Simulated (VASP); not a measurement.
# TaN (P6_3mc) in VASP: a series of runs

The runs below take TaN through electric field gradients, with PBEsol.

Everything below comes from runs of VASP 6.6.1. Logs are shortened: lines on timing, memory, paths and dates and some standing lists are left out, and cuts for length are marked.

**1. The cell of the first run**

It takes space group P6_3mc (No. 186, hexagonal). The conventional cell has a = 3.090 Å, b = 3.090 Å, c = 5.005 Å, α = 90.00°, β = 90.00°, γ = 120.00°. Within 2.5 Å of Ta (site symmetry 3m) lie 4 N at 1.87 to 1.93 Å. Within 2.5 Å of N (site symmetry 3m) lie 4 Ta at 1.87 to 1.93 Å.

**2. Electric field gradients, PBEsol (volume scaled by 1.04)**

INCAR

```
SYSTEM = TaN
PREC = Accurate
ENCUT = 520
EDIFF = 1E-8
ISMEAR = -1
SIGMA = 0.01
LREAL = .False.
LASPH = .True.
NELM = 80
ALGO = Normal
ISIF = 2
LWAVE = .False.
LCHARG = .False.
GGA = PS
LEFG = .True.
NBANDS = 24
```

KPOINTS

```
regular mesh
0
Gamma
  9 9 5
  0 0 0
```

POSCAR

```
TaN
1.0
    3.0901372865      0.0000000000      0.0000000000
   -1.5450686433      2.6761373914      0.0000000000
    0.0000000000      0.0000000000      5.0050074549
Ta N
2 2
Direct
    0.3333333333      0.6666666667      0.0000000000
    0.6666666667      0.3333333333      0.5000000000
    0.3333333333      0.6666666667      0.3850000000
    0.6666666667      0.3333333333      0.8850000000
```

Potentials or basis: VASP PAW PBE potentials, release 64 (Ta_pv, N).

Command:

```console
$ cat potpaw_PBE.64/Ta_pv/POTCAR potpaw_PBE.64/N/POTCAR > POTCAR
$ mpirun -np 1 vasp_std > vasp.out
```

OUTCAR:

```text
SYSTEM = TaN
   PREC = Accurate
   ENCUT = 520
   EDIFF = 1E-8
   ISMEAR = -1
   LREAL = .False.
   LASPH = .True.
   NELM = 80
   ISIF = 2
   GGA = PS

 ion  position               nearest neighbor table
   1  0.333  0.667  0.000-   4 1.87   4 1.87   4 1.87   3 1.93   2 3.07   2 3.07   2 3.07   2 3.07
                             2 3.07   2 3.07
   2  0.667  0.333  0.500-   3 1.87   3 1.87   3 1.87   4 1.93   1 3.07   1 3.07   1 3.07   1 3.07
                             1 3.07   1 3.07
   3  0.333  0.667  0.385-   2 1.87   2 1.87   2 1.87   1 1.93
   4  0.667  0.333  0.885-   1 1.87   1 1.87   1 1.87   2 1.93

  LATTYP: Found a hexagonal cell.
 ALAT       =     3.0901372865
 C/A-ratio  =     1.6196715521

  Lattice vectors:

 A1 = (   3.0901372865,   0.0000000000,   0.0000000000)
 A2 = (  -1.5450686433,   2.6761373914,   0.0000000000)
 A3 = (   0.0000000000,   0.0000000000,   5.0050074549)

Analysis of symmetry for initial positions (statically):
=====================================================================
 Subroutine PRICEL returns:
 Original cell was already a primitive cell.

 Routine SETGRP: Setting up the symmetry group for a
 hexagonal supercell.

 Subroutine GETGRP returns: Found 12 space group operations
 (whereof  6 operations were pure point group operations)
 out of a pool of 24 trial point group operations.

The static configuration has the point symmetry C_3v.
 The point group associated with its full space group is C_6v.

Analysis of symmetry for dynamics (positions and initial velocities):
=====================================================================
 Subroutine PRICEL returns:
 Original cell was already a primitive cell.

 Routine SETGRP: Setting up the symmetry group for a
 hexagonal supercell.

 Subroutine GETGRP returns: Found 12 space group operations
 (whereof  6 operations were pure point group operations)
 out of a pool of 24 trial point group operations.

The dynamic configuration has the point symmetry C_3v.
 The point group associated with its full space group is C_6v.

 Subroutine INISYM returns: Found 12 space group operations
 (whereof  6 operations are pure point group operations),
 and found     1 'primitive' translations

----------------------------------------------------------------------------------------

                                     Primitive cell

  volume of cell :      41.3896

  direct lattice vectors                    reciprocal lattice vectors
     3.090137287  0.000000000  0.000000000     0.323610218  0.186836446  0.000000000
    -1.545068643  2.676137391  0.000000000     0.000000000  0.373672893  0.000000000
     0.000000000  0.000000000  5.005007455     0.000000000  0.000000000  0.199799902

  length of vectors
     3.090137287  3.090137287  5.005007455     0.373672893  0.373672893  0.199799902

  position of ions in fractional coordinates (direct lattice)
     0.333333333  0.666666667  0.000000000
     0.666666667  0.333333333  0.500000000
     0.333333333  0.666666667  0.385000000
     0.666666667  0.333333333  0.885000000

  ion indices of the primitive-cell ions
   primitive index   ion index
                 1           1
                 2           2
                 3           3
                 4           4

----------------------------------------------------------------------------------------

 KPOINTS: regular mesh

Automatic generation of k-mesh.
 Grid dimensions read from file:
 generate k-points for:    9    9    5

 Generating k-lattice:

  Cartesian coordinates                     Fractional coordinates (reciprocal lattice)
     0.035956691  0.020759605  0.000000000     0.111111111  0.000000000  0.000000000
     0.000000000  0.041519210  0.000000000     0.000000000  0.111111111  0.000000000
[... 40 lines left out ...]
   k-points           NKPTS =     36   k-points in BZ     NKDIM =     36   number of bands    NBANDS=     24
   number of dos      NEDOS =    301   number of ions     NIONS =      4
   total plane-waves  NPLWV =  23040
   dimension x,y,z NGX =    24 NGY =   24 NGZ =   40
   dimension x,y,z NGXF=    48 NGYF=   48 NGZF=   80
   ions per type =               2   2
   NGX,Y,Z   is equivalent  to a cutoff of  12.91, 12.91, 13.29 a.u.
   NGXF,Y,Z  is equivalent  to a cutoff of  25.82, 25.82, 26.57 a.u.
 SYSTEM =  TaN
   PREC   = accura    normal or accurate (medium, high low for compatibility)
   ISTART =      0    job   : 0-new  1-cont  2-samecut
   ICHARG =      2    charge: 1-file 2-atom 10-const
   ISPIN  =      1    spin polarized calculation?
   LNONCOLLINEAR =      F non collinear calculations
   LSORBIT =      F    spin-orbit coupling
   LASPH  =      T    aspherical Exc in radial PAW
   ENCUT  =  520.0 eV  38.22 Ry    6.18 a.u.   5.75  5.75  9.31*2*pi/ulx,y,z
   NELM   =     80;   NELMIN=  2; NELMDL= -5     # of ELM steps
   EDIFF  = 0.1E-07   stopping-criterion for ELM
   LREAL  =      F    real-space projection
   EDIFFG = 0.1E-06   stopping-criterion for IOM
   NSW    =      0    number of steps for IOM
   IBRION =     -1    ionic relax: 0-MD 1-quasi-New 2-CG
   NFREE  =      0    steps in history (QN), initial steepest desc. (CG)
   ISIF   =      2    stress and relaxation
   ISYM   =      2    0-nonsym 1-usesym 2-fastsym
   POTIM  = 0.5000    time-step for ionic-motion
   TEBEG  =    0.0;   TEEND  =   0.0 temperature during run
   PSTRESS=    0.0 pullay stress
   NELECT =      32.0000    total number of electrons
   NUPDOWN=      -1.0000    fix difference up-down
   EMIN   =  10.00;   EMAX   =-10.00  energy-range for DOS
   EFERMI =   0.00;   METHOD = LEGACY
   ISMEAR =    -1;   SIGMA  =   0.01  broadening in eV -4-tet -1-fermi 0-gaus
   EFERMI_NEDOS =   21; number of points for ismear=-14 and -15
   IALGO  =     38    algorithm
   IMIX   =      4    mixing-type and parameters
     AMIX     =   0.40;   BMIX     =  1.00
     AMIX_MAG =   1.60;   BMIX_MAG =  1.00
  volume/ion in A,a.u.               =      10.35        69.83
  Fermi-wavevector in a.u.,A,eV,Ry     =   1.502546  2.839401 30.717129  2.257645
  Thomas-Fermi vector in A             =   2.613773
   LORBIT       =      0    0 simple, 1 ext, 2 COOP (PROOUT), +10 PAW based schemes
   GGA     = PS    functional components
   LHFCALC =     F    Hartree Fock is set to
   AEXX    =    0.0000 exact exchange contribution
   IVDW    =     0    specifies the selected vdW correction
   LEPSILON=     F    determine dielectric tensor
   LRPA    =     F    only Hartree local field effects (RPA)
 non-spin polarized calculation
  energy-cutoff  :      520.00
  volume of cell :       41.39
 maximum number of plane-waves:      1128
 NGX is ok and might be reduce to    24
   NGX = 11   NGY = 11   NGZ = 19

 number of electron      32.0000000 magnetization

 Free energy of the ion-electron system (eV)
  ---------------------------------------------------
  ext. energy  EPLUGINS =         0.00000000
  ---------------------------------------------------
  free energy    TOTEN  =       -41.96661295 eV

  energy without entropy =      -41.96554822  energy(sigma->0) =      -41.96608058

 E-fermi :   9.1894     XC(G=0): -13.4813

 val. band max:        9.1518097281   @ k =   0.2222   0.0000   0.0000
 cond. band min:       9.1969502096   @ k =   0.1111   0.0000   0.4000
 fundamental gap:      0.0451404815
 Fermi energy:         9.1894218955

 k-point     1 :       0.0000    0.0000    0.0000
  band No.  band energies     occupation
      1     -26.7995      2.00000
      2     -25.8354      2.00000
      3     -25.8354      2.00000
      4     -25.6679      2.00000
      5     -25.6679      2.00000
      6     -25.6136      2.00000
[... 637 lines left out ...]
     23      16.3710      0.00000
     24      16.3710      0.00000

 [... further k-points ...]
[... 5 lines left out ...]
  --------------------------------------------------------------------------------------
  -------------------------------------------------------------------------------------
  Total       28.3794484     28.3794484     22.9357241     -0.0000000     -0.0000000     -0.0000000
  in kB     1098.5595992   1098.5595992    887.8347302     -0.0000000     -0.0000000     -0.0000000
  external PRESSURE =    1028.3179762 kB  Pullay stress =       0.0000000 kB

 VOLUME and BASIS-vectors are now :
 -----------------------------------------------------------------------------
  energy-cutoff  :      520.00
  volume of cell :       41.39
      direct lattice vectors                 reciprocal lattice vectors
     3.090137287  0.000000000  0.000000000     0.323610218  0.186836446  0.000000000
    -1.545068643  2.676137391  0.000000000     0.000000000  0.373672893  0.000000000
     0.000000000  0.000000000  5.005007455     0.000000000  0.000000000  0.199799902

 POSITION                                       TOTAL-FORCE (eV/Angst)
 -----------------------------------------------------------------------------------
     -0.00000      1.78409      0.00000        -0.000000      0.000000      2.207516
      1.54507      0.89205      2.50250         0.000000     -0.000000      2.207516
     -0.00000      1.78409      1.92693         0.000000     -0.000000     -2.207516
      1.54507      0.89205      4.42943        -0.000000      0.000000     -2.207516
 -----------------------------------------------------------------------------------
    total drift:                               -0.000000      0.000000      0.000160

  FREE ENERGIE OF THE ION-ELECTRON SYSTEM (eV)
  ---------------------------------------------------
  free  energy   TOTEN  =       -41.9666129495 eV

  energy  without entropy=      -41.9655482190  energy(sigma->0) =      -41.96608058

 Electric field gradients (V/A^2)
---------------------------------------------------------------------
 ion       V_xx      V_yy      V_zz      V_xy      V_xz      V_yz
---------------------------------------------------------------------
   1     -58.875   -58.875   117.750    -0.000     0.000    -0.000
   2     -58.875   -58.875   117.750    -0.000    -0.000     0.000
   3      -5.191    -5.191    10.381     0.000     0.000    -0.000
   4      -5.191    -5.191    10.381     0.000    -0.000     0.000
---------------------------------------------------------------------

 Electric field gradients after diagonalization (V/A^2)
 (convention: |V_zz| > |V_xx| > |V_yy|)
----------------------------------------------------------------------
 ion       V_xx      V_yy      V_zz     asymmetry (V_yy - V_xx)/ V_zz
----------------------------------------------------------------------
   1     -58.875   -58.874   117.750       0.000
   2     -58.875   -58.874   117.750       0.000
   3      -5.191    -5.190    10.381       0.000
   4      -5.191    -5.190    10.381       0.000
----------------------------------------------------------------------

           NMR quadrupolar parameters

 Cq : quadrupolar parameter    Cq=e*Q*V_zz/h
 eta: asymmetry parameters     (V_yy - V_xx)/ V_zz
 Q  : nuclear electric quadrupole moment in mb (millibarn)
----------------------------------------------------------------------
 ion       Cq(MHz)       eta       Q (mb)
----------------------------------------------------------------------
   1       0.285       0.000       1.000
   2       0.285       0.000       1.000
   3       0.025       0.000       1.000
   4       0.025       0.000       1.000
----------------------------------------------------------------------
```

Run time: 30 s. Hardware: 1 thread of AMD EPYC 7R13, shared host; peak memory 0.17 GiB.

What came out:

```yaml
Free_energy: -41.9666 eV
Pressure: 102.8 GPa
Largest_force: 2.208 eV/Å
Band_gap_on_the_k_mesh: zero (band 16 reaches 9.70 eV, above the bottom of band 17 at 7.58 eV)
```

Forces in eV/Å, atoms in the order of the input:
```
Ta   0.000  0.000  2.208
Ta   0.000  0.000  2.208
N    0.000  0.000 -2.208
N    0.000  0.000 -2.208
```

Levels at points of the mesh, in eV from the Fermi level:
```
           k point  band 14  band 15  band 16  band 17  band 18  band 19
(0.00, 0.00, 0.00)    -7.52    -0.82    -0.82    -0.42     2.03     2.52
```

Electric field gradients, principal values (V/Å²):
```csv
atom,least,middle,greatest (by size)
1 Ta,-58.874,-58.875,117.750
2 Ta,-58.874,-58.875,117.750
3 N,-5.190,-5.191,10.381
4 N,-5.190,-5.191,10.381
```

Caveat: without QUAD_EFG the Cq values of the log hold for a quadrupole moment of 1 mb, not for the nuclei; the PAW data sets were made with another functional, which shifts forces and pressure a little; spin-orbit coupling is left out, which moves the levels of the heavy elements.

[end of part 1 of 2]
